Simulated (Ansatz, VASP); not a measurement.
**One calculation of Mo6CO, two programs**

```
Mo C O
1.0
     4.46958    0.00000    0.00000
    -2.23479    3.87077    0.00000
     0.00000    0.00000   22.25957
Mo C O
6 1 1
Direct
  0.66667 0.33333 0.17970
  0.33333 0.66667 0.22068
  0.00000 0.00000 0.26167
  0.66667 0.33333 0.29905
  0.33333 0.66667 0.33552
  0.00000 0.00000 0.37106
  0.16667 0.33333 0.45372
  0.16667 0.33333 0.50583
```

Alike in both runs: task single point; functional PBE; k mesh 6 × 6 × 1; occupations gaussian, width 0.1 eV; no spin polarisation.

|  | VASP | Ansatz |
| --- | --- | --- |
| version | VASP 6.6.1 | Ansatz 0.2.0 |
| potentials or method | VASP PAW PBE potentials, release 64 (Mo_sv, C, O), cutoff 520 eV | scalar-relativistic, plane waves, PAW |
| valence electrons in the cell | 94 | 94 |

```csv
,VASP,Ansatz,Ansatz less VASP
gap on the k mesh at the Fermi level (eV),none,none,-
rms of the force components (eV/Å),0.780,0.728,-0.0523
"work function, face that differs most (eV)",5.05,5.01,-0.040
```

Atom by atom the forces differ by 0.227 eV/Å (rms over components). A gap of «none» marks a metal or a gap that the smearing closes.

Noted on VASP's run: the standard files for N, O and F lose accuracy on very short bonds.
